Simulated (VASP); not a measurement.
# Co3Bi (Fm-3m) in VASP: notebook, part 2 of 2

VASP 6.6.1. Earlier steps stand in the parts before.

**4. Relaxation of cell and atoms, PBE, collinear spin, ferromagnetic start**

File INCAR:

```
SYSTEM = Co3Bi
ALGO     = Normal         ! electronic algorithm
EDIFF    = 1E-6           ! SCF threshold, eV
EDIFFG   = -0.05          ! ionic threshold
ENCUT    = 600            ! plane-wave cutoff, eV
GGA      = PE             ! functional
IBRION   = 2              ! ionic algorithm
ISIF     = 3              ! what is computed and relaxed
ISMEAR   = 0              ! smearing method
ISPIN    = 2              ! spin polarisation
LASPH    = .TRUE.         ! aspherical terms in the spheres
LCHARG   = .FALSE.        ! write CHGCAR
LMAXMIX  = 4              ! l up to which the mixer works
LORBIT   = 11             ! projections on sites
LREAL    = .FALSE.        ! projectors in reciprocal space
LWAVE    = .FALSE.        ! write WAVECAR
MAGMOM   = 1.67 1.67 1.94 0 ! initial moments
NELM     = 150            ! most SCF steps
NSW      = 100            ! ionic steps
PREC     = Accurate       ! precision mode
SIGMA    = 0.1            ! smearing width, eV
```

File KPOINTS:

```
k-points
0
G
  6 6 6
  0 0 0
```

File POSCAR:

```
Co3Bi
1.0
    0.0000000000      3.1619751678      3.1619751678
    3.1619751678      0.0000000000      3.1619751678
    3.1619751678      3.1619751678      0.0000000000
Co Bi
3 1
Direct
    0.2500000000      0.2500000000      0.2500000000
    0.7500000000      0.7500000000      0.7500000000
    0.5000000000      0.5000000000      0.5000000000
    0.0000000000      0.0000000000      0.0000000000
```

Potentials or basis: VASP PAW PBE potentials, release 64 (Co, Bi_d).

Started as:

```bash
$ cat potpaw_PBE.64/Co/POTCAR potpaw_PBE.64/Bi_d/POTCAR > POTCAR
$ mpirun -np 1 vasp_std > vasp.out
```

OUTCAR:

```text
SYSTEM = Co3Bi
   EDIFF = 1E-6
   EDIFFG = -0.05
   ENCUT = 600
   GGA = PE
   IBRION = 2
   ISIF = 3
   ISMEAR = 0
   ISPIN = 2
   LASPH = .TRUE.
   LORBIT = 11
   LREAL = .FALSE.
   NELM = 150
   NSW = 100
   PREC = Accurate

 ion  position               nearest neighbor table
   1  0.250  0.250  0.250-   4 2.74   4 2.74   4 2.74   3 2.74   4 2.74   3 2.74   3 2.74   3 2.74

   2  0.750  0.750  0.750-   3 2.74   3 2.74   3 2.74   3 2.74   4 2.74   4 2.74   4 2.74   4 2.74

   3  0.500  0.500  0.500-   1 2.74   1 2.74   1 2.74   1 2.74   2 2.74   2 2.74   2 2.74   2 2.74
                             4 3.16   4 3.16   4 3.16   4 3.16   4 3.16   4 3.16
   4  0.000  0.000  0.000-   2 2.74   2 2.74   2 2.74   1 2.74   2 2.74   1 2.74   1 2.74   1 2.74
                             3 3.16   3 3.16   3 3.16   3 3.16   3 3.16   3 3.16

  LATTYP: Found a face centered cubic cell.
[... 1278 lines left out ...]
  free energy    TOTEN  =       -23.23037940 eV

  energy without entropy =      -23.21369970  energy(sigma->0) =      -23.22203955

 E-fermi :  10.6748     XC(G=0): -12.5753

 val. band max:       10.6621151019   @ k =   0.1667   0.1667   0.0000
 cond. band min:      10.7018867988   @ k =  -0.1667   0.1667   0.0000
 fundamental gap:      0.0397716969
 Fermi energy:        10.6748389553

 spin component 1

 k-point     1 :       0.0000    0.0000    0.0000
  band No.  band energies     occupation
      1     -12.3603      1.00000
      2     -12.3603      1.00000
      3     -12.3603      1.00000
      4     -12.2972      1.00000
      5     -12.2972      1.00000
      6      -2.6743      1.00000
[... 1015 lines left out ...]
  FREE ENERGIE OF THE ION-ELECTRON SYSTEM (eV)
  ---------------------------------------------------
  free  energy   TOTEN  =       -23.2303793990 eV

  energy  without entropy=      -23.2136997040  energy(sigma->0) =      -23.22203955

 reached required accuracy - stopping structural energy minimisation

 total charge

# of ion       s       p       d       tot
------------------------------------------
    1        0.377   0.383   7.397   8.158
    2        0.377   0.383   7.397   8.158
    3        0.379   0.350   7.292   8.021
    4        1.424   1.550  10.031  13.006
--------------------------------------------------
tot          2.558   2.666  32.119  37.343

 magnetization (x)

# of ion       s       p       d       tot
------------------------------------------
    1        0.011  -0.009   1.403   1.404
    2        0.011  -0.009   1.403   1.404
    3        0.004  -0.007   1.627   1.624
    4        0.028  -0.004  -0.017   0.006
--------------------------------------------------
tot          0.053  -0.030   4.416   4.439
```

OSZICAR:

```text
N       E                     dE             d eps       ncg     rms          rms(c)
DAV:   1     0.378816074977E+03    0.37882E+03   -0.21296E+04  1792   0.215E+03
DAV:   2     0.717190173658E+01   -0.37164E+03   -0.36185E+03  1792   0.462E+02
DAV:   3    -0.239405455701E+02   -0.31112E+02   -0.29649E+02  1888   0.156E+02
[... 35 lines left out ...]
DAV:   7    -0.232300753887E+02    0.12924E-02   -0.37399E-03  2516   0.665E-01    0.362E-01
DAV:   8    -0.232304234208E+02   -0.34803E-03   -0.19227E-03  2404   0.536E-01    0.141E-01
DAV:   9    -0.232303904706E+02    0.32950E-04   -0.43348E-04  1976   0.231E-01    0.620E-02
DAV:  10    -0.232303763883E+02    0.14082E-04   -0.68740E-05  2092   0.866E-02    0.238E-02
DAV:  11    -0.232303785993E+02   -0.22110E-05   -0.63883E-06  1852   0.300E-02    0.106E-02
DAV:  12    -0.232303793990E+02   -0.79972E-06   -0.68479E-07   996   0.925E-03
   3 F= -.23230379E+02 E0= -.23222040E+02  d E =-.194637E+00  mag=     4.3415
```

CONTCAR:

```text
Co3Bi
   1.00000000000000
     0.0000000000000000    3.0618767892788066    3.0618767892788066
     3.0618767892788066    0.0000000000000000    3.0618767892788066
     3.0618767892788066    3.0618767892788066    0.0000000000000000
  Co              Bi
     3     1
Direct
     0.2500000000000000    0.2500000000000000    0.2500000000000000
     0.7500000000000000    0.7500000000000000    0.7500000000000000
     0.5000000000000000    0.5000000000000000    0.5000000000000000
     0.0000000000000000    0.0000000000000000    0.0000000000000000

  0.00000000E+00  0.00000000E+00  0.00000000E+00
  0.00000000E+00  0.00000000E+00  0.00000000E+00
  0.00000000E+00  0.00000000E+00  0.00000000E+00
  0.00000000E+00  0.00000000E+00  0.00000000E+00
```

Run time: 2 min. Hardware: 1 thread of Intel Xeon 6975P-C (Granite Rapids), shared host; peak memory 0.27 GiB.

What came out:

```
Free energy                                           : -23.2304 eV
Relaxed volume                                        : 14.35 Å³/atom
Relaxed cell                                          : a = 4.330 Å, b = 4.330 Å, c = 4.330 Å, α = 60.00°, β = 60.00°, γ = 60.00°
Space group after relaxing (to 0.05 Å)                : Fm-3m (No. 225)
Energy gained by relaxing                             : 48.7 meV/atom
Ionic steps                                           : 3
Pressure after relaxing                               : 0.1 GPa
Net moment                                            : 4.34 μB per cell
Site moments                                          : Co +1.40, +1.62; Bi +0.01 μB
Valence electrons inside the program's atomic spheres : Co 8.16, 8.02; Bi 13.01
```

Step by step:
| step | energy change (eV) | largest force (eV/Å) | pressure (GPa) | volume (Å³) |
| --- | --- | --- | --- | --- |
| 1 | 0.0000 | 0.0000 | -9.79 | 63.23 |
| 2 | -0.1436 | 0.0000 | 6.30 | 54.80 |
| 3 | -0.1946 | 0.0000 | 0.10 | 57.41 |

Final structure:
```
Co Bi
1.0
     0.00000    3.06188    3.06188
     3.06188    0.00000    3.06188
     3.06188    3.06188    0.00000
Co Bi
3 1
Cartesian
  1.5309 1.5309 1.5309
  4.5928 4.5928 4.5928
  3.0619 3.0619 3.0619
  0.0000 0.0000 0.0000
```

Levels at points of the mesh, in eV from the Fermi level:
Spin up:
```tsv
k point	band 19	band 20	band 21	band 22	band 23	band 24	band 25	band 26	band 27	band 28
(0.00, 0.00, 0.00)	-1.43	-1.25	-1.25	-0.39	2.47	2.47	2.47	4.40	4.40	4.40
(0.50, 0.00, 0.00)	-1.65	-1.29	-1.26	-1.26	1.08	1.84	1.84	3.34	3.34	4.85
(0.50, 0.50, 0.00)	-1.65	-1.61	-1.39	-1.32	-1.19	-1.19	1.26	2.79	9.69	9.69
```
Spin down:
```
           k point  band 15  band 16  band 17  band 18  band 19  band 20  band 21  band 22  band 23  band 24
(0.00, 0.00, 0.00)    -0.23    -0.23    -0.23    -0.23     0.08     0.08     0.38     0.38     2.96     2.96
(0.50, 0.00, 0.00)    -1.21    -0.84    -0.84    -0.10    -0.10     0.25     0.25     0.36     1.50     2.73
(0.50, 0.50, 0.00)    -1.15    -1.15    -0.81    -0.55    -0.37     0.22     0.34     0.45     0.45     0.51
```

Caveat: spin-orbit coupling is left out, which moves the levels of the heavy elements.

**5. Summary**

| task | level | spin | cell | k mesh | cutoff (eV) | gap on the mesh (eV) | pressure (GPa) | moment (μB) |
| --- | --- | --- | --- | --- | --- | --- | --- | --- |
| single point | PBE | collinear, ferromagnetic start | a = 4.472 Å, angles 60.0°, 4 atoms | 6 × 6 × 6 | 520 | none | -9.8 | 4.58 |
| single point | r2SCAN | off | a = 4.330 Å, angles 60.0°, 4 atoms | 12 × 12 × 12 | 520 | none | -12.3 | - |
| relaxation of cell and atoms | PBE | collinear, ferromagnetic start | relaxed from a = 4.472 Å, angles 60.0°, 4 atoms | 6 × 6 × 6 | 600 | none | 0.1 | 4.34 |

Alike in all rows: potentials or basis VASP PAW PBE potentials, release 64 (Co, Bi_d); smearing gaussian 0.1 eV.

Caveats: spin-orbit coupling is left out, which moves the levels of the heavy elements; the PAW data sets were made with another functional, which shifts forces and pressure a little (some runs).

Total energies depend on the potentials used, so only differences within one code and one set of settings carry meaning.
